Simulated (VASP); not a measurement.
# SrO (Fm-3m) in VASP: a series of runs

Aim: see how the results for SrO move with the level of theory and the settings. Levels: PBEsol, PBE. Tasks: relaxation of cell and atoms, single point.

Everything below comes from runs of VASP 6.6.1. Logs are shortened: lines on timing, memory, paths and dates and some standing lists are left out, and cuts for length are marked.

## (1) The cell of the first run

The structure is cubic, space group Fm-3m (No. 225). Conventional cell: a = 5.133 Å, b = 5.133 Å, c = 5.133 Å, α = 90.00°, β = 90.00°, γ = 90.00°. Within 3.4 Å of Sr (site symmetry m-3m) lie 6 O at 2.57 Å. O (site symmetry m-3m) has 6 Sr at 2.57 Å within 3.4 Å.

## (2) Relaxation of cell and atoms, PBEsol, target pressure 20 GPa, at which the enthalpy is minimised

The input, INCAR:

```
ALGO     = Normal         # electronic algorithm
EDIFF    = 1E-6           # SCF threshold, eV
EDIFFG   = -0.01          # ionic threshold
ENCUT    = 600            # plane-wave cutoff, eV
GGA      = PS             # functional
IBRION   = 2              # ionic algorithm
ISIF     = 3              # what is computed and relaxed
ISMEAR   = -1             # smearing method
LASPH    = True           # aspherical terms in the spheres
LCHARG   = False          # write CHGCAR
LREAL    = False          # projectors in reciprocal space
LWAVE    = False          # write WAVECAR
NELM     = 80             # most SCF steps
NSW      = 60             # ionic steps
PREC     = Accurate       # precision mode
PSTRESS  = 200.0        
SIGMA    = 0.05           # smearing width, eV
```

The input, KPOINTS:

```
k-points
0
Gamma
  9 9 9
```

The input, POSCAR:

```
SrO
1.0
    0.0000000000      2.5663000000      2.5663000000
    2.5663000000      0.0000000000      2.5663000000
    2.5663000000      2.5663000000      0.0000000000
Sr O
1 1
Direct
    0.5000000000      0.5000000000      0.5000000000
    0.0000000000      0.0000000000      0.0000000000
```

Potentials or basis: VASP PAW PBE potentials, release 64 (Sr_sv, O).

Run with:

```console
> cat potpaw_PBE.64/Sr_sv/POTCAR potpaw_PBE.64/O/POTCAR > POTCAR
> mpirun -np 1 vasp_std > vasp.out
```

OUTCAR:

```text
EDIFF = 1E-6
   EDIFFG = -0.01
   ENCUT = 600
   GGA = PS
   IBRION = 2
   ISIF = 3
   ISMEAR = -1
   LASPH = True
   LREAL = False
   NELM = 80
   NSW = 60
   PREC = Accurate
   PSTRESS = 200.0

 ion  position               nearest neighbor table
   1  0.500  0.500  0.500-   2 2.57   2 2.57   2 2.57   2 2.57   2 2.57   2 2.57
   2  0.000  0.000  0.000-   1 2.57   1 2.57   1 2.57   1 2.57   1 2.57   1 2.57

  LATTYP: Found a face centered cubic cell.
 ALAT       =     5.1326000000

  Lattice vectors:

 A1 = (   0.0000000000,   2.5663000000,   2.5663000000)
 A2 = (   2.5663000000,   0.0000000000,   2.5663000000)
 A3 = (   2.5663000000,   2.5663000000,   0.0000000000)

Analysis of symmetry for initial positions (statically):
=====================================================================
 Subroutine PRICEL returns:
 Original cell was already a primitive cell.

 Routine SETGRP: Setting up the symmetry group for a
 face centered cubic supercell.

 Subroutine GETGRP returns: Found 48 space group operations
[... 9 lines left out ...]

 Routine SETGRP: Setting up the symmetry group for a
 face centered cubic supercell.

 Subroutine GETGRP returns: Found 48 space group operations
[... 11 lines left out ...]
                                     Primitive cell

  volume of cell :      33.8028

  direct lattice vectors                    reciprocal lattice vectors
     0.000000000  2.566300000  2.566300000    -0.194833028  0.194833028  0.194833028
     2.566300000  0.000000000  2.566300000     0.194833028 -0.194833028  0.194833028
     2.566300000  2.566300000  0.000000000     0.194833028  0.194833028 -0.194833028

  length of vectors
     3.629296265  3.629296265  3.629296265     0.337460704  0.337460704  0.337460704

  position of ions in fractional coordinates (direct lattice)
     0.500000000  0.500000000  0.500000000
     0.000000000  0.000000000  0.000000000

  ion indices of the primitive-cell ions
   primitive index   ion index
                 1           1
                 2           2

----------------------------------------------------------------------------------------

 KPOINTS: k-points

Automatic generation of k-mesh.
 Grid dimensions read from file:
 generate k-points for:    9    9    9

 Generating k-lattice:

  Cartesian coordinates                     Fractional coordinates (reciprocal lattice)
    -0.021648114  0.021648114  0.021648114     0.111111111  0.000000000  0.000000000
     0.021648114 -0.021648114  0.021648114     0.000000000  0.111111111  0.000000000
     0.021648114  0.021648114 -0.021648114     0.000000000  0.000000000  0.111111111

  Length of vectors
     0.037495634  0.037495634  0.037495634

  Shift w.r.t. Gamma in fractional coordinates (k-lattice)
     0.000000000  0.000000000  0.000000000

 Subroutine IBZKPT returns following result:
 ===========================================

 Found     35 irreducible k-points:

 Following reciprocal coordinates:
            Coordinates               Weight
  0.000000  0.000000  0.000000      1.000000
  0.111111  0.000000  0.000000      8.000000
  0.222222  0.000000  0.000000      8.000000
  0.333333  0.000000  0.000000      8.000000
  0.444444  0.000000  0.000000      8.000000
  0.111111  0.111111  0.000000      6.000000
[... 16 lines left out ...]
 -0.333333  0.333333  0.000000     12.000000
  0.444444  0.444444  0.000000      6.000000
 [... further k-points ...]
   k-points           NKPTS =     35   k-points in BZ     NKDIM =     35   number of bands    NBANDS=     12
   number of dos      NEDOS =    301   number of ions     NIONS =      2
   total plane-waves  NPLWV =  27000
   dimension x,y,z NGX =    30 NGY =   30 NGZ =   30
   dimension x,y,z NGXF=    60 NGYF=   60 NGZF=   60
   ions per type =               1   1
   NGX,Y,Z   is equivalent  to a cutoff of  13.74, 13.74, 13.74 a.u.
   NGXF,Y,Z  is equivalent  to a cutoff of  27.48, 27.48, 27.48 a.u.
 SYSTEM =  unknown system
   PREC   = accura    normal or accurate (medium, high low for compatibility)
   ISTART =      0    job   : 0-new  1-cont  2-samecut
   ICHARG =      2    charge: 1-file 2-atom 10-const
   ISPIN  =      1    spin polarized calculation?
   LNONCOLLINEAR =      F non collinear calculations
   LSORBIT =      F    spin-orbit coupling
   LASPH  =      T    aspherical Exc in radial PAW
   ENCUT  =  600.0 eV  44.10 Ry    6.64 a.u.   7.25  7.25  7.25*2*pi/ulx,y,z
   NELM   =     80;   NELMIN=  2; NELMDL= -5     # of ELM steps
   EDIFF  = 0.1E-05   stopping-criterion for ELM
   LREAL  =      F    real-space projection
   EDIFFG = -.1E-01   stopping-criterion for IOM
   NSW    =     60    number of steps for IOM
   IBRION =      2    ionic relax: 0-MD 1-quasi-New 2-CG
   NFREE  =      1    steps in history (QN), initial steepest desc. (CG)
   ISIF   =      3    stress and relaxation
   ISYM   =      2    0-nonsym 1-usesym 2-fastsym
   POTIM  = 0.5000    time-step for ionic-motion
   TEBEG  =    0.0;   TEEND  =   0.0 temperature during run
   PSTRESS=  200.0 pullay stress
   NELECT =      16.0000    total number of electrons
   NUPDOWN=      -1.0000    fix difference up-down
   EMIN   =  10.00;   EMAX   =-10.00  energy-range for DOS
   EFERMI =   0.00;   METHOD = LEGACY
   ISMEAR =    -1;   SIGMA  =   0.05  broadening in eV -4-tet -1-fermi 0-gaus
   EFERMI_NEDOS =   21; number of points for ismear=-14 and -15
   IALGO  =     38    algorithm
   IMIX   =      4    mixing-type and parameters
     AMIX     =   0.40;   BMIX     =  1.00
     AMIX_MAG =   1.60;   BMIX_MAG =  1.00
  volume/ion in A,a.u.               =      16.90       114.06
  Fermi-wavevector in a.u.,A,eV,Ry     =   1.275843  2.410995 22.147245  1.627777
  Thomas-Fermi vector in A             =   2.408533
   LORBIT       =      0    0 simple, 1 ext, 2 COOP (PROOUT), +10 PAW based schemes
   GGA     = PS    functional components
   LHFCALC =     F    Hartree Fock is set to
   AEXX    =    0.0000 exact exchange contribution
   IVDW    =     0    specifies the selected vdW correction
   LEPSILON=     F    determine dielectric tensor
   LRPA    =     F    only Hartree local field effects (RPA)
 conjugate gradient relaxation of ions
 non-spin polarized calculation
  energy-cutoff  :      600.00
  volume of cell :       33.80
 maximum number of plane-waves:      1147
 NGX is ok and might be reduce to    30
   NGX = 15   NGY = 15   NGZ = 15

--------------------------------------- Ionic step        1  -------------------------------------------

 number of electron      15.9999997 magnetization

 Free energy of the ion-electron system (eV)
  ---------------------------------------------------
  ext. energy  EPLUGINS =         0.00000000
  ---------------------------------------------------
  free energy    TOTEN  =       -12.64112532 eV

  energy without entropy =      -12.64112532  energy(sigma->0) =      -12.64112532

------------------------ aborting loop because EDIFF is reached ----------------------------------------

  FORCE on cell =-STRESS in cart. coord.  units (eV):
  Direction    XX          YY          ZZ          XY          YZ          ZX
  --------------------------------------------------------------------------------------
  -------------------------------------------------------------------------------------
  Total       -0.0012144     -0.0012144     -0.0012144      0.0000000      0.0000000      0.0000000
  in kB       -0.0575592     -0.0575592     -0.0575592      0.0000000      0.0000000      0.0000000
  external PRESSURE =    -200.0575592 kB  Pullay stress =     200.0000000 kB

 VOLUME and BASIS-vectors are now :
 -----------------------------------------------------------------------------
  energy-cutoff  :      600.00
  volume of cell :       33.80
      direct lattice vectors                 reciprocal lattice vectors
     0.000000000  2.566300000  2.566300000    -0.194833028  0.194833028  0.194833028
     2.566300000  0.000000000  2.566300000     0.194833028 -0.194833028  0.194833028
     2.566300000  2.566300000  0.000000000     0.194833028  0.194833028 -0.194833028
[... 198 lines left out ...]
  FREE ENERGIE OF THE ION-ELECTRON SYSTEM (eV)
  ---------------------------------------------------
  free  energy   TOTEN  =       -12.3926311180 eV

  energy  without entropy=      -12.3926311180  energy(sigma->0) =      -12.39263112

  enthalpy is  TOTEN    =        -8.7564285078 eV   P V=        3.6362026102

--------------------------------------- Ionic step        7  -------------------------------------------

 number of electron      16.0000001 magnetization

 Free energy of the ion-electron system (eV)
  ---------------------------------------------------
  ext. energy  EPLUGINS =         0.00000000
  ---------------------------------------------------
  free energy    TOTEN  =       -12.38453264 eV

  energy without entropy =      -12.38453264  energy(sigma->0) =      -12.38453264

 E-fermi :   3.4396     XC(G=0): -11.0499

 val. band max:        2.3487688030   @ k =   0.4444   0.4444   0.0000
 cond. band min:       5.3472262321   @ k =   0.4444   0.4444   0.0000
 fundamental gap:      2.9984574291
 Fermi energy:         3.4396127882

 k-point     1 :       0.0000    0.0000    0.0000
  band No.  band energies     occupation
      1     -29.4737      2.00000
      2     -12.8842      2.00000
      3     -10.8995      2.00000
      4     -10.8995      2.00000
      5     -10.8995      2.00000
      6       2.3043      2.00000
      7       2.3043      2.00000
      8       2.3043      2.00000
      9       7.3403      0.00000
     10       8.7560      0.00000
     11       8.7560      0.00000
     12       8.7560      0.00000

 k-point     2 :       0.1111    0.0000    0.0000
  band No.  band energies     occupation
      1     -29.4419      2.00000
      2     -13.2203      2.00000
      3     -10.9133      2.00000
      4     -10.9133      2.00000
      5     -10.6347      2.00000
      6       1.8878      2.00000
      7       2.0869      2.00000
      8       2.0869      2.00000
      9       7.9578      0.00000
     10       8.6122      0.00000
     11       9.0490      0.00000
     12       9.0490      0.00000
[... 316 lines left out ...]
 k-point    24 :       0.4444    0.4444    0.0000
  band No.  band energies     occupation
      1     -29.1246      2.00000
      2     -13.2527      2.00000
      3     -12.1373      2.00000
      4     -11.4935      2.00000
      5     -11.4935      2.00000
      6       2.0746      2.00000
      7       2.3488      2.00000
      8       2.3488      2.00000
      9       5.3472      0.00000
     10      11.2270      0.00000
     11      13.4560      0.00000
     12      13.9958      0.00000

 [... further k-points ...]
[... 5 lines left out ...]
  --------------------------------------------------------------------------------------
  -------------------------------------------------------------------------------------
  Total        3.6282811      3.6282811      3.6282811      0.0000000      0.0000000     -0.0000000
  in kB      200.0143438    200.0143438    200.0143438      0.0000000      0.0000000     -0.0000000
  external PRESSURE =       0.0143438 kB  Pullay stress =     200.0000000 kB

 VOLUME and BASIS-vectors are now :
 -----------------------------------------------------------------------------
  energy-cutoff  :      600.00
  volume of cell :       29.06
      direct lattice vectors                 reciprocal lattice vectors
    -0.000000000  2.440282611  2.440282611    -0.204894301  0.204894301  0.204894301
     2.440282611 -0.000000000  2.440282611     0.204894301 -0.204894301  0.204894301
     2.440282611  2.440282611 -0.000000000     0.204894301  0.204894301 -0.204894301

 POSITION                                       TOTAL-FORCE (eV/Angst)
 -----------------------------------------------------------------------------------
      2.44028      2.44028      2.44028         0.000000      0.000000     -0.000000
      0.00000      0.00000      0.00000        -0.000000      0.000000      0.000000
 -----------------------------------------------------------------------------------
    total drift:                               -0.000000      0.000000      0.000000

  FREE ENERGIE OF THE ION-ELECTRON SYSTEM (eV)
  ---------------------------------------------------
  free  energy   TOTEN  =       -12.3845326445 eV

  energy  without entropy=      -12.3845326445  energy(sigma->0) =      -12.38453264

  enthalpy is  TOTEN    =        -8.7565117098 eV   P V=        3.6280209347

 reached required accuracy - stopping structural energy minimisation
```

Run time: 71 s. Hardware: 1 thread of Intel Xeon Platinum 8559C (Emerald Rapids), shared host; peak memory 0.19 GiB.

What came out:

```
Free energy                                            : -12.3845 eV
Relaxed volume                                         : 14.53 Å³/atom
Relaxed cell                                           : a = 3.451 Å, b = 3.451 Å, c = 3.451 Å, α = 60.00°, β = 60.00°, γ = 60.00°
Space group after relaxing (to 0.05 Å)                 : Fm-3m (No. 225)
Energy change on relaxing (the enthalpy is what falls) : +128.3 meV/atom
Ionic steps                                            : 7
Pressure after relaxing                                : 20.0 GPa
Band gap on the k mesh                                 : 3.00 eV, direct
```

Step by step:
```csv
step,energy change (eV),largest force (eV/Å),pressure (GPa),volume (Å³)
1,0.0000,0.0000,-0.01,33.80
2,1.3605,0.0000,63.25,24.49
3,0.2367,0.0000,19.02,29.23
4,0.2527,0.0000,19.81,29.10
5,0.2639,0.0000,20.36,29.01
6,0.2485,0.0000,19.59,29.13
7,0.2566,0.0000,20.00,29.06
```

Final structure:
```yaml
crystal:
  lattice:
    - [0.00000, 2.44028, 2.44028]
    - [2.44028, 0.00000, 2.44028]
    - [2.44028, 2.44028, 0.00000]
  atoms:
    - { symbol: Sr, position: [0.50000, 0.50000, 0.50000] }
    - { symbol: O, position: [0.00000, 0.00000, 0.00000] }
```

Caveat: the cell is relaxed towards a set pressure, so the enthalpy falls and the energy may rise; the PAW data sets were made with another functional, which shifts forces and pressure a little. A k mesh can miss the band edges.

## (3) Single point, PBE

The input, INCAR:

```
PREC     = Accurate       # precision mode
ENCUT    = 520            # plane-wave cutoff, eV
EDIFF    = 1E-7           # SCF threshold, eV
ISMEAR   = -1             # smearing method
SIGMA    = 0.02           # smearing width, eV
LREAL    = F              # projectors in reciprocal space
LASPH    = T              # aspherical terms in the spheres
NELM     = 100            # most SCF steps
ALGO     = Normal         # electronic algorithm
ISIF     = 2              # what is computed and relaxed
LWAVE    = F              # write WAVECAR
LCHARG   = F              # write CHGCAR
GGA      = PE             # functional
NBANDS   = 15             # bands
```

The input, KPOINTS:

```
Automatic mesh
0
Gamma
  4 4 4
```

POSCAR is that of step 2.

Potentials or basis: VASP PAW PBE potentials, release 64 (Sr_sv, O).

Run with:

```console
> cat potpaw_PBE.64/Sr_sv/POTCAR potpaw_PBE.64/O/POTCAR > POTCAR
> mpirun -np 1 vasp_std > vasp.out
```

It took 4.8 s on 1 thread of AMD EPYC 9R45 (Zen 5), shared host; peak memory 0.12 GiB.

The run converged. Its results:

| Quantity | Value |
| --- | --- |
| Free energy | -12.0334 eV |
| Pressure | 3.9 GPa |
| Band gap on the k mesh | 3.26 eV, indirect (least direct gap 3.34 eV) |

Levels at points of the mesh, in eV from the valence-band top:
```csv
k point,band 6,band 7,band 8,band 9,band 10,band 11
"(0.00, 0.00, 0.00)",0.00,0.00,0.00,4.02,6.22,6.22
"(0.50, 0.00, 0.00)",-2.18,-1.15,-1.15,6.57,8.50,8.87
"(0.50, 0.50, 0.00)",-0.42,-0.08,-0.08,3.26,7.84,10.20
```

Caveat: the k points lie up to 0.53 Å⁻¹ apart. A k mesh can miss the band edges.

## (4) Single point, PBE

The input, INCAR:

```
SYSTEM = SrO
ALGO = Normal ; EDIFF = 1E-7
ENCUT = 520 ; GGA = PE
ISIF = 2 ; ISMEAR = 0
LASPH = .True. ; LCHARG = .True.
LELF = .True. ; LREAL = .False.
LVHAR = .True. ; LWAVE = .False.
NBANDS = 15 ; NELM = 80
PREC = Accurate ; SIGMA = 0.016
```

The input, KPOINTS:

```
k-points
0
Gamma
  9 9 9
  0 0 0
```

POSCAR is that of step 3.

Run with:

```console
> cat potpaw_PBE.64/Sr_sv/POTCAR potpaw_PBE.64/O/POTCAR > POTCAR
> mpirun -np 1 vasp_std > vasp.out
```

Wall time 14 s (1 thread of AMD EPYC 9R45 (Zen 5), shared host); peak memory 0.13 GiB.

The run converged. Its results:

- Free energy: -12.0370 eV
- Pressure: 3.9 GPa
- Band gap on the k mesh: 3.32 eV, indirect (least direct gap 3.41 eV)

Levels at points of the mesh, in eV from the valence-band top:
| k point | band 4 | band 5 | band 6 | band 7 | band 8 | band 9 | band 10 | band 11 | band 12 | band 13 |
| --- | --- | --- | --- | --- | --- | --- | --- | --- | --- | --- |
| (0.00, 0.00, 0.00) | -14.00 | -14.00 | 0.00 | 0.00 | 0.00 | 4.02 | 6.22 | 6.22 | 6.22 | 8.40 |

## (5) Single point, PBE

The input, INCAR:

```
SYSTEM = SrO
ALGO     = Normal         ! electronic algorithm
EDIFF    = 1E-6           ! SCF threshold, eV
ENCUT    = 520            ! plane-wave cutoff, eV
GGA      = PE             ! functional
ISIF     = 2              ! what is computed and relaxed
ISMEAR   = 0              ! smearing method
LASPH    = .True.         ! aspherical terms in the spheres
LCHARG   = .False.        ! write CHGCAR
LREAL    = .False.        ! projectors in reciprocal space
LWAVE    = .False.        ! write WAVECAR
NBANDS   = 15             ! bands
NELM     = 100            ! most SCF steps
PREC     = Accurate       ! precision mode
SIGMA    = 0.011          ! smearing width, eV
```

KPOINTS is that of step 4.

POSCAR is that of step 4.

Run with:

```console
> cat potpaw_PBE.64/Sr_sv/POTCAR potpaw_PBE.64/O/POTCAR > POTCAR
> mpirun -np 1 vasp_std > vasp.out
```

Wall time 12 s (1 thread of AMD EPYC 9R45 (Zen 5), shared host); peak memory 0.13 GiB.

It converged, with:

```
Free energy            : -12.0370 eV
Pressure               : 3.9 GPa
Band gap on the k mesh : 3.32 eV, indirect (least direct gap 3.41 eV)
```

Levels at points of the mesh, in eV from the valence-band top:
| k point | band 5 | band 6 | band 7 | band 8 | band 9 | band 10 | band 11 | band 12 |
| --- | --- | --- | --- | --- | --- | --- | --- | --- |
| (0.00, 0.00, 0.00) | -14.00 | 0.00 | 0.00 | 0.00 | 4.02 | 6.22 | 6.22 | 6.22 |

A k mesh can miss the band edges. A hybrid or GW would open this gap; PBE tends to underestimate it.

## (6) Summary

| task | level | cell | k mesh | cutoff (eV) | smearing | gap on the mesh (eV) | pressure (GPa) |
| --- | --- | --- | --- | --- | --- | --- | --- |
| relaxation of cell and atoms | PBEsol | relaxed to 20 GPa | 9 × 9 × 9 | 600 | fermi-dirac 0.05 eV | 3.00 | 20.0 |
| single point | PBE | as given | 4 × 4 × 4 | 520 | fermi-dirac 0.02 eV | 3.26 | 3.9 |
| single point | PBE | as given | 9 × 9 × 9 | 520 | gaussian 0.016 eV | 3.32 | 3.9 |
| single point | PBE | as given | 9 × 9 × 9 | 520 | gaussian 0.011 eV | 3.32 | 3.9 |

Alike in all rows: potentials or basis VASP PAW PBE potentials, release 64 (Sr_sv, O); no spin polarisation.

Caveats: some runs use coarse meshes; the cell is relaxed towards a set pressure, so the enthalpy falls and the energy may rise (some runs); the PAW data sets were made with another functional, which shifts forces and pressure a little (some runs).

Total energies depend on the potentials used, so only differences within one code and one set of settings carry meaning.
